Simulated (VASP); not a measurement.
# CaCrSe3 (P6_3/mmc) in VASP: single point with PBE

Aim: the single point of CaCrSe3 with PBE.

Program: VASP 6.6.1. These are calculated values, not measurements. Logs are shortened: lines on timing, memory, paths and dates and some standing lists are left out, and cuts for length are marked.

### 1 The cell of the first run

Symmetry: P6_3/mmc, No. 194, hexagonal system. The conventional cell has a = 6.713 Å, b = 6.713 Å, c = 5.884 Å, α = 90.00°, β = 90.00°, γ = 120.00°. Within 4.4 Å of Ca (site symmetry -6m2) lie 12 Se at 3.36 to 3.48 Å and 6 Cr at 4.15 Å. Cr (site symmetry -3m) has 6 Se at 2.49 Å and 2 Cr at 2.94 Å within 3.3 Å. Within 3.6 Å of Se (site symmetry mm2) lie 2 Cr at 2.49 Å and 8 Se at 3.23 to 3.57 Å and 4 Ca at 3.36 to 3.48 Å.

### 2 Single point, PBE, collinear spin, ferromagnetic start

Contents of INCAR:

```
SYSTEM = CaCrSe3
ALGO = Normal
EDIFF = 1E-6
ENCUT = 520
GGA = PE
ISIF = 2
ISMEAR = 0
ISPIN = 2
LASPH = .True.
LCHARG = .False.
LMAXMIX = 4
LORBIT = 11
LREAL = .False.
LWAVE = .False.
MAGMOM = 0 0 3 3 0 0 0 0 0 0
NBANDS = 55
NELM = 150
PREC = Accurate
SIGMA = 0.1
```

Contents of KPOINTS:

```
k-points
0
Gamma
  3 3 4
  0 0 0
```

Contents of POSCAR:

```
CaCrSe3
1.0
    6.7129474506      0.0000000000      0.0000000000
   -3.3564737253      5.8135830265      0.0000000000
    0.0000000000      0.0000000000      5.8843993527
Ca Cr Se
2 2 6
Direct
    0.3333333333      0.6666666667      0.7500000000
    0.6666666667      0.3333333333      0.2500000000
    0.0000000000      0.0000000000      0.0000000000
    0.0000000000      0.0000000000      0.5000000000
    0.8268418162      0.6536836325      0.7500000000
    0.3463163675      0.1731581838      0.7500000000
    0.8268418162      0.1731581838      0.7500000000
    0.1731581838      0.3463163675      0.2500000000
    0.6536836325      0.8268418162      0.2500000000
    0.1731581838      0.8268418162      0.2500000000
```

Potentials or basis: VASP PAW PBE potentials, release 64 (Ca_sv, Cr_pv, Se).

The run is started by

```bash
$ cat potpaw_PBE.64/Ca_sv/POTCAR potpaw_PBE.64/Cr_pv/POTCAR potpaw_PBE.64/Se/POTCAR > POTCAR
$ mpirun -np 1 vasp_std > vasp.out
```

OUTCAR:

```text
SYSTEM = CaCrSe3
   EDIFF = 1E-6
   ENCUT = 520
   GGA = PE
   ISIF = 2
   ISMEAR = 0
   ISPIN = 2
   LASPH = .True.
   LORBIT = 11
   LREAL = .False.
   NELM = 150
   PREC = Accurate

 ion  position               nearest neighbor table
   1  0.333  0.667  0.750-
   2  0.667  0.333  0.250-
   3  0.000  0.000  0.000-   6 2.49   9 2.49   8 2.49   5 2.49   7 2.49  10 2.49   4 2.94   4 2.94

   4  0.000  0.000  0.500-   6 2.49   9 2.49   8 2.49   5 2.49   7 2.49  10 2.49   3 2.94   3 2.94

   5  0.827  0.654  0.750-   3 2.49   4 2.49
   6  0.346  0.173  0.750-   3 2.49   4 2.49
   7  0.827  0.173  0.750-   3 2.49   4 2.49
   8  0.173  0.346  0.250-   3 2.49   4 2.49
   9  0.654  0.827  0.250-   3 2.49   4 2.49
  10  0.173  0.827  0.250-   3 2.49   4 2.49

  LATTYP: Found a hexagonal cell.
 ALAT       =     6.7129474506
 C/A-ratio  =     0.8765746188

  Lattice vectors:

 A1 = (   6.7129474506,   0.0000000000,   0.0000000000)
 A2 = (  -3.3564737253,   5.8135830265,   0.0000000000)
 A3 = (   0.0000000000,   0.0000000000,   5.8843993527)

Analysis of symmetry for initial positions (statically):
=====================================================================
 Subroutine PRICEL returns:
 Original cell was already a primitive cell.

 Routine SETGRP: Setting up the symmetry group for a
 hexagonal supercell.

 Subroutine GETGRP returns: Found 24 space group operations
 (whereof 12 operations were pure point group operations)
 out of a pool of 24 trial point group operations.

The static configuration has the point symmetry D_3d.
 The point group associated with its full space group is D_6h.

Analysis of symmetry for dynamics (positions and initial velocities):
=====================================================================
 Subroutine PRICEL returns:
 Original cell was already a primitive cell.

 Routine SETGRP: Setting up the symmetry group for a
 hexagonal supercell.

 Subroutine GETGRP returns: Found 24 space group operations
 (whereof 12 operations were pure point group operations)
 out of a pool of 24 trial point group operations.

The dynamic configuration has the point symmetry D_3d.
 The point group associated with its full space group is D_6h.

Analysis of structural, dynamic, and magnetic symmetry:
=====================================================================
 Subroutine PRICEL returns:
 Original cell was already a primitive cell.

 Routine SETGRP: Setting up the symmetry group for a
 hexagonal supercell.

 Subroutine GETGRP returns: Found 24 space group operations
 (whereof 12 operations were pure point group operations)
 out of a pool of 24 trial point group operations.

The overall configuration has the point symmetry D_3d.
 The point group associated with its full space group is D_6h.

 Subroutine INISYM returns: Found 24 space group operations
 (whereof 12 operations are pure point group operations),
 and found     1 'primitive' translations

----------------------------------------------------------------------------------------

                                     Primitive cell

  volume of cell :     229.6462

  direct lattice vectors                    reciprocal lattice vectors
     6.712947451  0.000000000  0.000000000     0.148965861  0.086005480  0.000000000
    -3.356473725  5.813583026  0.000000000     0.000000000  0.172010960  0.000000000
     0.000000000  0.000000000  5.884399353     0.000000000  0.000000000  0.169940879

  length of vectors
     6.712947451  6.712947451  5.884399353     0.172010960  0.172010960  0.169940879

  position of ions in fractional coordinates (direct lattice)
     0.333333333  0.666666667  0.750000000
     0.666666667  0.333333333  0.250000000
     0.000000000  0.000000000  0.000000000
     0.000000000  0.000000000  0.500000000
     0.826841816  0.653683632  0.750000000
     0.346316368  0.173158184  0.750000000
     0.826841816  0.173158184  0.750000000
     0.173158184  0.346316368  0.250000000
[... 58 lines left out ...]
   ions per type =               2   2   6
   NGX,Y,Z   is equivalent  to a cutoff of  12.38, 12.38, 13.56 a.u.
   NGXF,Y,Z  is equivalent  to a cutoff of  24.76, 24.76, 27.12 a.u.
 SYSTEM =  CaCrSe3
   PREC   = accura    normal or accurate (medium, high low for compatibility)
   ISTART =      0    job   : 0-new  1-cont  2-samecut
   ICHARG =      2    charge: 1-file 2-atom 10-const
   ISPIN  =      2    spin polarized calculation?
   LNONCOLLINEAR =      F non collinear calculations
   LSORBIT =      F    spin-orbit coupling
   LASPH  =      T    aspherical Exc in radial PAW
   ENCUT  =  520.0 eV  38.22 Ry    6.18 a.u.  12.48 12.48 10.94*2*pi/ulx,y,z
   NELM   =    150;   NELMIN=  2; NELMDL= -5     # of ELM steps
   EDIFF  = 0.1E-05   stopping-criterion for ELM
   LREAL  =      F    real-space projection
   EDIFFG = 0.1E-04   stopping-criterion for IOM
   NSW    =      0    number of steps for IOM
   IBRION =     -1    ionic relax: 0-MD 1-quasi-New 2-CG
   NFREE  =      0    steps in history (QN), initial steepest desc. (CG)
   ISIF   =      2    stress and relaxation
   ISYM   =      2    0-nonsym 1-usesym 2-fastsym
   POTIM  = 0.5000    time-step for ionic-motion
   TEBEG  =    0.0;   TEEND  =   0.0 temperature during run
   PSTRESS=    0.0 pullay stress
   NELECT =      80.0000    total number of electrons
   NUPDOWN=      -1.0000    fix difference up-down
   EMIN   =  10.00;   EMAX   =-10.00  energy-range for DOS
   EFERMI =   0.00;   METHOD = LEGACY
   ISMEAR =     0;   SIGMA  =   0.10  broadening in eV -4-tet -1-fermi 0-gaus
   EFERMI_NEDOS =   21; number of points for ismear=-14 and -15
   IALGO  =     38    algorithm
   IMIX   =      4    mixing-type and parameters
     AMIX     =   0.40;   BMIX     =  1.00
     AMIX_MAG =   1.60;   BMIX_MAG =  1.00
  volume/ion in A,a.u.               =      22.96       154.97
  Fermi-wavevector in a.u.,A,eV,Ry     =   1.151910  2.176794 18.053513  1.326896
  Thomas-Fermi vector in A             =   2.288564
   LORBIT       =     11    0 simple, 1 ext, 2 COOP (PROOUT), +10 PAW based schemes
   GGA     = PE    functional components
   LHFCALC =     F    Hartree Fock is set to
   AEXX    =    0.0000 exact exchange contribution
   IVDW    =     0    specifies the selected vdW correction
   LEPSILON=     F    determine dielectric tensor
   LRPA    =     F    only Hartree local field effects (RPA)
 spin polarized calculation
 Gauss-broadening in eV      SIGMA  =   0.10
  energy-cutoff  :      520.00
  volume of cell :      229.65
 maximum number of plane-waves:      6213
 NGX is ok and might be reduce to    50
   NGX = 25   NGY = 25   NGZ = 21

 number of electron      80.0000018 magnetization       4.4093410

 Free energy of the ion-electron system (eV)
  ---------------------------------------------------
  ext. energy  EPLUGINS =         0.00000000
  ---------------------------------------------------
  free energy    TOTEN  =       -52.15343552 eV

  energy without entropy =      -52.10964962  energy(sigma->0) =      -52.13154257

 E-fermi :   4.3588     XC(G=0):  -9.7061

 val. band max:        4.3083749851   @ k =   0.3333   0.0000   0.2500
 cond. band min:       4.3687946960   @ k =   0.3333   0.3333   0.0000
 fundamental gap:      0.0604197109
 Fermi energy:         4.3587721531

 spin component 1

 k-point     1 :       0.0000    0.0000    0.0000
  band No.  band energies     occupation
      1     -39.8889      1.00000
      2     -39.8001      1.00000
      3     -39.8001      1.00000
      4     -39.7863      1.00000
      5     -39.7863      1.00000
      6     -39.7704      1.00000
[... 484 lines left out ...]
     51       7.6526      0.00000
     52       7.6526      0.00000
 Fermi energy:         4.3587721531

 spin component 2

 k-point     1 :       0.0000    0.0000    0.0000
  band No.  band energies     occupation
      1     -37.6304      1.00000
      2     -37.6299      1.00000
      3     -37.3906      1.00000
      4     -37.2590      1.00000
      5     -37.1973      1.00000
      6     -37.1973      1.00000
[... 484 lines left out ...]
     51       7.6719      0.00000
     52       7.6719      0.00000
 [bands above 52 left out]

------------------------ aborting loop because EDIFF is reached ----------------------------------------

  FORCE on cell =-STRESS in cart. coord.  units (eV):
  Direction    XX          YY          ZZ          XY          YZ          ZX
  --------------------------------------------------------------------------------------
  -------------------------------------------------------------------------------------
  Total        0.0075210      0.0075210      0.4746599      0.0000000      0.0000000      0.0000000
  in kB        0.0524720      0.0524720      3.3115694      0.0000000      0.0000000      0.0000000
  external PRESSURE =       1.1388378 kB  Pullay stress =       0.0000000 kB

 VOLUME and BASIS-vectors are now :
 -----------------------------------------------------------------------------
  energy-cutoff  :      520.00
  volume of cell :      229.65
      direct lattice vectors                 reciprocal lattice vectors
     6.712947451  0.000000000  0.000000000     0.148965861  0.086005480  0.000000000
    -3.356473725  5.813583026  0.000000000     0.000000000  0.172010960  0.000000000
     0.000000000  0.000000000  5.884399353     0.000000000  0.000000000  0.169940879

 POSITION                                       TOTAL-FORCE (eV/Angst)
 -----------------------------------------------------------------------------------
     -0.00000      3.87572      4.41330         0.000000      0.000000     -0.000000
      3.35647      1.93786      1.47110        -0.000000      0.000000     -0.000000
      0.00000      0.00000      0.00000         0.000000      0.000000     -0.000000
      0.00000      0.00000      2.94220        -0.000000      0.000000     -0.000000
      3.35647      3.80024      4.41330        -0.000000     -0.030480      0.000000
      1.74360      1.00667      4.41330         0.026396      0.015240     -0.000000
      4.96934      1.00667      4.41330        -0.026396      0.015240      0.000000
      0.00000      2.01334      1.47110         0.000000      0.030480      0.000000
      1.61287      4.80691      1.47110        -0.026396     -0.015240     -0.000000
     -1.61287      4.80691      1.47110         0.026396     -0.015240      0.000000
 -----------------------------------------------------------------------------------
    total drift:                                0.000000     -0.000000      0.000000

  FREE ENERGIE OF THE ION-ELECTRON SYSTEM (eV)
  ---------------------------------------------------
  free  energy   TOTEN  =       -52.1534355186 eV

  energy  without entropy=      -52.1096496177  energy(sigma->0) =      -52.13154257

 total charge

# of ion       s       p       d       tot
------------------------------------------
    1        2.013   5.826   0.170   8.008
    2        2.013   5.826   0.170   8.008
    3        0.284   6.279   4.132  10.695
    4        0.284   6.279   4.132  10.695
    5        1.475   2.342   0.031   3.848
    6        1.475   2.342   0.031   3.848
    7        1.475   2.342   0.031   3.848
    8        1.475   2.342   0.031   3.848
    9        1.475   2.342   0.031   3.848
   10        1.475   2.342   0.031   3.848
--------------------------------------------------
tot         13.445  38.260   8.790  60.494

 magnetization (x)

# of ion       s       p       d       tot
------------------------------------------
    1        0.004   0.000   0.004   0.008
    2        0.004   0.000   0.004   0.008
    3        0.026   0.020   2.487   2.533
    4        0.026   0.020   2.487   2.533
    5       -0.001  -0.132   0.005  -0.128
    6       -0.001  -0.132   0.005  -0.128
    7       -0.001  -0.132   0.005  -0.128
    8       -0.001  -0.132   0.005  -0.128
    9       -0.001  -0.132   0.005  -0.128
   10       -0.001  -0.132   0.005  -0.128
--------------------------------------------------
tot          0.053  -0.751   5.009   4.311
```

Run time: 13 min. Hardware: 1 thread of AMD EPYC 7R43 (Zen 3), shared host; peak memory 0.47 GiB.

What came out:

| Item | Value |
| --- | --- |
| Free energy | -52.1534 eV |
| Pressure | 0.1 GPa |
| Largest force | 0.030 eV/Å |
| Net moment | 4.41 μB per cell |
| Site moments | Ca +0.01; Cr +2.53; Se -0.13 μB |
| Valence electrons inside the program's atomic spheres | Ca 8.01; Cr 10.70; Se 3.85 |

Forces in eV/Å, atoms in the order of the input:
```
Ca   0.000  0.000  0.000
Ca   0.000  0.000  0.000
Cr   0.000  0.000  0.000
Cr   0.000  0.000  0.000
Se   0.000 -0.030  0.000
Se   0.026  0.015  0.000
Se  -0.026  0.015  0.000
Se   0.000  0.030  0.000
Se  -0.026 -0.015  0.000
Se   0.026 -0.015  0.000
```

Caveat: the k points lie up to 0.36 Å⁻¹ apart; the run started ferromagnetic, and an antiferromagnetic order may lie lower in energy.
